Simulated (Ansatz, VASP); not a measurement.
Mg: VASP beside Ansatz

INCAR

```
SYSTEM = Mg
PREC = Accurate
ENCUT = 520
EDIFF = 1E-8
ISMEAR = -1
SIGMA = 0.03
LREAL = .False.
LASPH = .True.
NELM = 100
ALGO = Normal
ISIF = 2
LWAVE = .False.
LCHARG = .False.
GGA = PE
LEFG = .True.
NBANDS = 7
```

KPOINTS

```
Automatic mesh
0
Gamma
  16 16 16
  0 0 0
```

POSCAR

```
Mg
1.0
    0.0000000000      2.2218134400      2.2442560000
    2.2218134400      0.0000000000      2.2442560000
    2.2218134400      2.2218134400      0.0000000000
Mg
1
Direct
    0.0000000000      0.0000000000      0.0000000000
```

Input for Ansatz:

```yaml
crystal:
  lattice:
    - [0.0, 2.22181344, 2.244256]
    - [2.22181344, 0.0, 2.244256]
    - [2.22181344, 2.22181344, 0.0]
  atoms:
    - { symbol: Mg, position: [0.0, 0.0, 0.0] }
kpoints:
  mp_grid: { grid: [16, 16, 16] }
scf:
  occupations: { method: fermi_dirac, width: 0.03 }
hamiltonian:
  xc: pbe
  pseudopotentials: { kind: paw }
output:
  forces: true
  stress: true
  eigenvalues: true
  efg: { contact_densities: true }
```

Change from the starting cell: equal xx and yy strain of -1 %, PAW files.

Alike in both runs: task electric field gradients; functional PBE; k mesh 16 × 16 × 16; occupations fermi-dirac, width 0.03 eV; no spin polarisation.

|  | VASP | Ansatz |
| --- | --- | --- |
| version | VASP 6.6.1 | Ansatz 0.2.0 |
| potentials or method | VASP PAW PBE potentials, release 64 (Mg) | PAW with Ansatz's default frozen-core files, scalar-relativistic |
| plane-wave cutoff (eV) | 520 | 420 |
| valence electrons in the cell | 2 | 10 |

Ansatz gave:

```
pressure (GPa)                                                : 1.6
traceless stress, the component that is largest in VASP (GPa) : 0.14
size of Vzz on the site where it differs most (V/Å²)          : 0.6
```

Problem. Estimate VASP's values.

Solution. Pressure (GPa): 1.5; traceless stress, the component that is largest in VASP (GPa): 0.14; size of Vzz on the site where it differs most (V/Å²): 0.5.

VASP's potentials hold 2 valence electrons a cell and Ansatz's 10, so a difference there can come from the potentials and not from the codes.
